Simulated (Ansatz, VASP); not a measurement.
**Two plane-wave programs on Ge**

```
Ge
1.0
     3.18142    0.00000    0.00000
    -1.59071    2.75519    0.00000
     0.00000    0.00000    4.92031
Ge
2
Direct
  0.33333 0.66667 0.25000
  0.66667 0.33333 0.75000
```

Alike in both runs: task single point; functional BLYP; k mesh 13 × 13 × 7; occupations fermi-dirac, width 0.1 eV; no spin polarisation.

|  | VASP | Ansatz |
| --- | --- | --- |
| version | VASP 6.6.1 | Ansatz 0.2.0 |
| potentials or method | VASP PAW PBE potentials, release 64 (Ge_d), cutoff 520 eV | plane waves (420 eV) with PAW, scalar-relativistic |
| valence electrons in the cell | 28 | 28 |

```tsv
	VASP	Ansatz	Ansatz less VASP
pressure (GPa)	0.1	0.0	-0.05
traceless stress, the component that is largest in VASP (GPa)	0.47	0.47	-0.007
```

VASP's potentials were made for PBE, not for BLYP.
